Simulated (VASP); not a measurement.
# La (P6_3/mmc) in VASP: single point with PBEsol

Aim: the single point of La with PBEsol.

All numbers are computed with VASP 6.6.1; they aren't measurements. Logs are shortened: lines on timing, memory, paths and dates and some standing lists are left out, and cuts for length are marked.

## Step 1: The cell of the first run

The structure is hexagonal, space group P6_3/mmc (No. 194). Conventional cell: a = 3.652 Å, b = 3.652 Å, c = 5.991 Å, α = 90.00°, β = 90.00°, γ = 120.00°. La (site symmetry -6m2) has 12 La at 3.65 to 3.66 Å within 4.8 Å.

## Step 2: Single point, PBEsol

The input, INCAR:

```
SYSTEM = La
ALGO = Normal
EDIFF = 1E-6
ENCUT = 520
GGA = PS
ISIF = 2
ISMEAR = -1
LASPH = .True.
LCHARG = .True.
LELF = .True.
LREAL = .False.
LVHAR = .True.
LWAVE = .False.
NBANDS = 18
NELM = 60
PREC = Accurate
SIGMA = 0.08
```

The input, KPOINTS:

```
k-points
0
Gamma
  13 13 7
  0 0 0
```

The input, POSCAR:

```
La
1.0
    1.8259941745     -3.1627146845      0.0000000000
    1.8259941745      3.1627146845      0.0000000000
    0.0000000000      0.0000000000      5.9912167452
La
2
Direct
    0.6666666670      0.3333333330      0.2500000000
    0.3333333330      0.6666666670      0.7500000000
```

Potentials or basis: VASP PAW PBE potentials, release 64 (La).

On the command line:

```
> cat potpaw_PBE.64/La/POTCAR > POTCAR
> mpirun -np 1 vasp_std > vasp.out
```

OUTCAR:

```text
SYSTEM = La
   EDIFF = 1E-6
   ENCUT = 520
   GGA = PS
   ISIF = 2
   ISMEAR = -1
   LASPH = .True.
   LREAL = .False.
   NELM = 60
   PREC = Accurate

 ion  position               nearest neighbor table
   1  0.667  0.333  0.250-   2 3.66   2 3.66   2 3.66   2 3.66   2 3.66   2 3.66
   2  0.333  0.667  0.750-   1 3.66   1 3.66   1 3.66   1 3.66   1 3.66   1 3.66

  LATTYP: Found a hexagonal cell.
 ALAT       =     3.6519883489
 C/A-ratio  =     1.6405355584

  Lattice vectors:

 A1 = (   1.8259941745,  -3.1627146845,   0.0000000000)
 A2 = (   1.8259941745,   3.1627146845,   0.0000000000)
 A3 = (   0.0000000000,   0.0000000000,   5.9912167452)

Analysis of symmetry for initial positions (statically):
=====================================================================
 Subroutine PRICEL returns:
 Original cell was already a primitive cell.

 Routine SETGRP: Setting up the symmetry group for a
 hexagonal supercell.

 Subroutine GETGRP returns: Found 24 space group operations
 (whereof 12 operations were pure point group operations)
 out of a pool of 24 trial point group operations.

The static configuration has the point symmetry D_3d.
 The point group associated with its full space group is D_6h.

Analysis of symmetry for dynamics (positions and initial velocities):
=====================================================================
 Subroutine PRICEL returns:
 Original cell was already a primitive cell.

 Routine SETGRP: Setting up the symmetry group for a
 hexagonal supercell.

 Subroutine GETGRP returns: Found 24 space group operations
 (whereof 12 operations were pure point group operations)
 out of a pool of 24 trial point group operations.

The dynamic configuration has the point symmetry D_3d.
 The point group associated with its full space group is D_6h.

 Subroutine INISYM returns: Found 24 space group operations
 (whereof 12 operations are pure point group operations),
 and found     1 'primitive' translations

----------------------------------------------------------------------------------------

                                     Primitive cell

  volume of cell :      69.1997

  direct lattice vectors                    reciprocal lattice vectors
     1.825994174 -3.162714685  0.000000000     0.273823437 -0.158092035  0.000000000
     1.825994174  3.162714685  0.000000000     0.273823437  0.158092035  0.000000000
[... 76 lines left out ...]
   PREC   = accura    normal or accurate (medium, high low for compatibility)
   ISTART =      0    job   : 0-new  1-cont  2-samecut
   ICHARG =      2    charge: 1-file 2-atom 10-const
   ISPIN  =      1    spin polarized calculation?
   LNONCOLLINEAR =      F non collinear calculations
   LSORBIT =      F    spin-orbit coupling
   LASPH  =      T    aspherical Exc in radial PAW
   ENCUT  =  520.0 eV  38.22 Ry    6.18 a.u.   6.79  6.79 11.14*2*pi/ulx,y,z
   NELM   =     60;   NELMIN=  2; NELMDL= -5     # of ELM steps
   EDIFF  = 0.1E-05   stopping-criterion for ELM
   LREAL  =      F    real-space projection
   EDIFFG = 0.1E-04   stopping-criterion for IOM
   NSW    =      0    number of steps for IOM
   IBRION =     -1    ionic relax: 0-MD 1-quasi-New 2-CG
   NFREE  =      0    steps in history (QN), initial steepest desc. (CG)
   ISIF   =      2    stress and relaxation
   ISYM   =      2    0-nonsym 1-usesym 2-fastsym
   POTIM  = 0.5000    time-step for ionic-motion
   TEBEG  =    0.0;   TEEND  =   0.0 temperature during run
   PSTRESS=    0.0 pullay stress
   NELECT =      22.0000    total number of electrons
   NUPDOWN=      -1.0000    fix difference up-down
   EMIN   =  10.00;   EMAX   =-10.00  energy-range for DOS
   EFERMI =   0.00;   METHOD = LEGACY
   ISMEAR =    -1;   SIGMA  =   0.08  broadening in eV -4-tet -1-fermi 0-gaus
   EFERMI_NEDOS =   21; number of points for ismear=-14 and -15
   IALGO  =     38    algorithm
   IMIX   =      4    mixing-type and parameters
     AMIX     =   0.40;   BMIX     =  1.00
     AMIX_MAG =   1.60;   BMIX_MAG =  1.00
  volume/ion in A,a.u.               =      34.60       233.49
  Fermi-wavevector in a.u.,A,eV,Ry     =   1.117329  2.111445 16.985829  1.248423
  Thomas-Fermi vector in A             =   2.253950
   LORBIT       =      0    0 simple, 1 ext, 2 COOP (PROOUT), +10 PAW based schemes
   GGA     = PS    functional components
   LHFCALC =     F    Hartree Fock is set to
   AEXX    =    0.0000 exact exchange contribution
   IVDW    =     0    specifies the selected vdW correction
   LEPSILON=     F    determine dielectric tensor
   LRPA    =     F    only Hartree local field effects (RPA)
 non-spin polarized calculation
  energy-cutoff  :      520.00
  volume of cell :       69.20
 maximum number of plane-waves:      1888
 NGX is ok and might be reduce to    28
   NGX = 13   NGY = 13   NGZ = 23

 number of electron      22.0000000 magnetization

 Free energy of the ion-electron system (eV)
  ---------------------------------------------------
  ext. energy  EPLUGINS =         0.00000000
  ---------------------------------------------------
  free energy    TOTEN  =       -10.66301471 eV

  energy without entropy =      -10.59123170  energy(sigma->0) =      -10.62712320

 E-fermi :   8.3989     XC(G=0):  -9.9771

 val. band max:        8.3951435360   @ k =   0.1538   0.0000   0.4286
 cond. band min:       8.4019592933   @ k =   0.3077   0.0769   0.4286
 fundamental gap:      0.0068157573
 Fermi energy:         8.3989374966

 k-point     1 :       0.0000    0.0000    0.0000
  band No.  band energies     occupation
      1     -24.3323      2.00000
      2     -24.0767      2.00000
      3      -8.8083      2.00000
      4      -7.3186      2.00000
      5      -7.3186      2.00000
      6      -7.1067      2.00000
[... 481 lines left out ...]
      5      -7.4804      2.00000
      6      -7.4008      2.00000
[... 10 lines left out ...]
     17      10.3138      0.00000
     18      10.4233      0.00000

 [... further k-points ...]
[... 5 lines left out ...]
  --------------------------------------------------------------------------------------
  -------------------------------------------------------------------------------------
  Total        0.0334420      0.0334420     -0.0289389      0.0000000      0.0000000      0.0000000
  in kB        0.7742814      0.7742814     -0.6700197      0.0000000      0.0000000      0.0000000
  external PRESSURE =       0.2928477 kB  Pullay stress =       0.0000000 kB

 VOLUME and BASIS-vectors are now :
 -----------------------------------------------------------------------------
  energy-cutoff  :      520.00
  volume of cell :       69.20
      direct lattice vectors                 reciprocal lattice vectors
     1.825994174 -3.162714685  0.000000000     0.273823437 -0.158092035  0.000000000
     1.825994174  3.162714685  0.000000000     0.273823437  0.158092035  0.000000000
     0.000000000  0.000000000  5.991216745     0.000000000  0.000000000  0.166911004

 POSITION                                       TOTAL-FORCE (eV/Angst)
 -----------------------------------------------------------------------------------
      1.82599     -1.05424      1.49780        -0.000000      0.000000      0.000000
      1.82599      1.05424      4.49341         0.000000     -0.000000      0.000000
 -----------------------------------------------------------------------------------
    total drift:                               -0.000000      0.000001     -0.000000

  FREE ENERGIE OF THE ION-ELECTRON SYSTEM (eV)
  ---------------------------------------------------
  free  energy   TOTEN  =       -10.6630147087 eV

  energy  without entropy=      -10.5912316973  energy(sigma->0) =      -10.62712320
```

OSZICAR:

```text
N       E                     dE             d eps       ncg     rms          rms(c)
DAV:   1     0.249291150964E+03    0.24929E+03   -0.81425E+03  3032   0.173E+03
DAV:   2     0.258641514425E+02   -0.22343E+03   -0.22018E+03  4312   0.308E+02
DAV:   3    -0.718110367710E+01   -0.33045E+02   -0.32078E+02  5002   0.136E+02
DAV:   4    -0.104056462839E+02   -0.32245E+01   -0.31816E+01  5996   0.371E+01
DAV:   5    -0.106815830023E+02   -0.27594E+00   -0.27496E+00  4928   0.103E+01    0.343E+00
DAV:   6    -0.106838588876E+02   -0.22759E-02   -0.50985E-01  6016   0.479E+00    0.174E+00
DAV:   7    -0.106646558251E+02    0.19203E-01   -0.43214E-02  5080   0.125E+00    0.542E-01
DAV:   8    -0.106628584508E+02    0.17974E-02   -0.78587E-03  5968   0.615E-01    0.906E-02
DAV:   9    -0.106629610627E+02   -0.10261E-03   -0.80046E-04  5288   0.191E-01    0.420E-02
DAV:  10    -0.106629898040E+02   -0.28741E-04   -0.13918E-04  5856   0.719E-02    0.337E-02
DAV:  11    -0.106630036252E+02   -0.13821E-04   -0.29327E-05  5128   0.373E-02    0.219E-02
DAV:  12    -0.106630145980E+02   -0.10973E-04   -0.59997E-05  5512   0.578E-02    0.492E-03
DAV:  13    -0.106630147087E+02   -0.11063E-06   -0.49976E-06  5408   0.200E-02
   1 F= -.10663015E+02 E0= -.10627123E+02  d E =-.717830E-01
```

It took 52 s on 1 thread of Intel Xeon 6975P-C (Granite Rapids), shared host; peak memory 0.26 GiB.

Results:

```
Free energy            : -10.6630 eV
Pressure               : 0.0 GPa
Band gap on the k mesh : zero (bands 11 and 12 overlap by 1.44 eV)
```

Stress tensor (GPa, compression positive):
```
 0.08  0.00  0.00
 0.00  0.08  0.00
 0.00  0.00 -0.07
```

Caveat: the PAW data sets were made with another functional, which shifts forces and pressure a little; spin-orbit coupling is left out, which moves the levels of the heavy elements.
